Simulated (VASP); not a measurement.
A run of VASP 6.6.1 is set up as follows.

POSCAR

```
BaTiO3
1.0
    2.7517517546      1.5907086103      2.2498864340
   -2.7517517546      1.5907086103      2.2498864340
    0.0000000000     -3.4512181599      2.4400759386
Ba Ti O
1 1 3
Direct
   -0.0057755654     -0.0057755654      0.0118189879
    0.4942227804      0.4942227804      0.5285795061
    0.4941934853      0.9942152829      0.4830187870
    0.4942450168      0.4942450168      0.9646649318
    0.9942152829      0.4941934853      0.4830187870
```

Contents of INCAR.step1:

```
  ALGO = Normal
  EDIFF = 1E-4
  ENCUT = 520
  GGA = PE
  ISMEAR = 0
  LASPH = T
  LCHARG = F
  LDAU = T
  LDAUJ = 0 0 0
  LDAUL = -1 2 -1
  LDAUTYPE = 2
  LDAUU = 0 4 0
  LMAXMIX = 4
  LREAL = F
  LWAVE = T
  NBANDS = 28
  NELM = 150
  PREC = Accurate
  SIGMA = 0.02
```

File INCAR.step2:

```
  ALGO = Normal
  EDIFF = 1E-6
  ENCUT = 520
  ISIF = 2
  ISMEAR = 0
  ISTART = 1
  LASPH = T
  LCHARG = F
  LDAU = T
  LDAUJ = 0 0 0
  LDAUL = -1 2 -1
  LDAUPRINT = 1
  LDAUTYPE = 2
  LDAUU = 0 4 0
  LMAXMIX = 4
  LMIXTAU = T
  LREAL = F
  LWAVE = F
  METAGGA = R2SCAN
  NBANDS = 28
  NELM = 150
  PREC = Accurate
  SIGMA = 0.02
```

The input KPOINTS:

```
k-points
0
Gamma
  6 6 6
```

Potentials or basis: VASP PAW PBE potentials, release 64 (Ba_sv, Ti_sv, O).

Command:

```bash
$ cat potpaw_PBE.64/Ba_sv/POTCAR potpaw_PBE.64/Ti_sv/POTCAR potpaw_PBE.64/O/POTCAR > POTCAR
$ cp INCAR.step1 INCAR
$ mpirun -np 1 vasp_std > vasp.out
$ cp INCAR.step2 INCAR
$ mpirun -np 1 vasp_std > vasp.out
```

Task: Predict the largest force.

Result: 0.666 eV/Å.

Task: Estimate the pressure.

Result: 9.3 GPa.

Task: Estimate the band gap on the k mesh.

Result: 2.82 eV, indirect (least direct gap 3.44 eV).

Forces in eV/Å, atoms in the order of the input:
```
Ba   0.000  0.040 -0.029
Ti   0.000  0.526 -0.373
O    0.001 -0.011  0.009
O    0.000 -0.545  0.384
O   -0.001 -0.011  0.009
```

Caveat: the cell differs from its parent crystal (biaxial strain in the a-b plane: -3.0 %, then relaxed in part); the PAW data sets were made with another functional, which shifts forces and pressure a little; spin-orbit coupling is left out, which moves the levels of the heavy elements. A k mesh can miss the band edges.
